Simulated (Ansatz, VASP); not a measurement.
# One calculation of In, two programs

The input INCAR:

```
SYSTEM = In
ALGO = Normal
DIPOL = 0.5 0.5 0.500
EDIFF = 1E-6
ENCUT = 520
GGA = PE
IDIPOL = 3
ISIF = 2
ISMEAR = -1
LASPH = .TRUE.
LCHARG = .FALSE.
LDIPOL = .TRUE.
LREAL = .FALSE.
LWAVE = .FALSE.
NBANDS = 62
NELM = 80
PREC = Accurate
SIGMA = 0.05
```

Contents of KPOINTS:

```
k-points
0
G
  9 9 1
  0 0 0
```

The input POSCAR:

```
In
1.0
    3.3638438630      0.0000000000      0.0000000000
   -1.6819219315      2.9131742397      0.0000000000
    0.0000000000      0.0000000000     33.8994896300
In
8
Direct
    0.3333333300      0.6666666600      0.2212422689
    0.0000000000      0.0000000000      0.3008873349
    0.6666666700      0.3333333400      0.3805324010
    0.0000000000      0.0000000000      0.4601774670
    0.3333333300      0.6666666600      0.5398225330
    0.0000000000      0.0000000000      0.6194675990
    0.6666666700      0.3333333400      0.6991126651
    0.0000000000      0.0000000000      0.7787577311
```

File input.yaml:

```yaml
crystal:
  lattice:
    - [3.363843863, 0.0, 0.0]
    - [-1.6819219315, 2.9131742397, 0.0]
    - [0.0, 0.0, 33.89948963]
  atoms:
    - { symbol: In, position: [0.33333333, 0.66666666, 0.2212422689] }
    - { symbol: In, position: [0.0, 0.0, 0.3008873349] }
    - { symbol: In, position: [0.66666667, 0.33333334, 0.380532401] }
    - { symbol: In, position: [0.0, 0.0, 0.460177467] }
    - { symbol: In, position: [0.33333333, 0.66666666, 0.539822533] }
    - { symbol: In, position: [0.0, 0.0, 0.619467599] }
    - { symbol: In, position: [0.66666667, 0.33333334, 0.6991126651] }
    - { symbol: In, position: [0.0, 0.0, 0.7787577311] }
hamiltonian:
  xc: pbe
  pseudopotentials: { kind: paw, source: ansatz }
kpoints:
  mp_grid: { grid: [9, 9, 1] }
  band_path:
    path:
      - [0.0, 0.0, 0.0]
      - [0.5, 0.0, 0.0]
      - [0.3333333333, 0.3333333333, 0.0]
      - [0.0, 0.0, 0.0]
    npoints: 10
scf:
  occupations: { method: fermi_dirac, width: 0.05 }
  n_extra_bands: 20
output:
  forces: true
  eigenvalues: true
  fatbands: false
  write_density: true
  write_potential: true
  elf: true
  volumetric_format: npy
efield:
  axis: 3
  dipole_correction: true
  ramp_width: 0.04
```

Alike in both runs: functional PBE; k mesh 9 × 9 × 1; occupations fermi-dirac, width 0.05 eV; no spin polarisation.

|  | VASP | Ansatz |
| --- | --- | --- |
| version | VASP 6.6.1 | Ansatz 0.2.0 |
| potentials or method | VASP PAW PBE potentials, release 64 (In_d) | Ansatz PAW earlier set |
| plane-wave cutoff (eV) | 520 | 710 |
| valence electrons in the cell | 104 | 168 |
| task | single point | band structure |

```tsv
	VASP	Ansatz	Ansatz less VASP
gap on the k mesh at the Fermi level (eV)	none	none	-
rms of the force components (eV/Å)	0.048	0.048	-0.0004
```

Atom by atom the forces differ by 0.000 eV/Å (rms over components). A gap of «none» marks a metal or a gap that the smearing closes. VASP's potentials hold 104 valence electrons a cell and Ansatz's 168, so a difference there can come from the potentials and not from the codes.
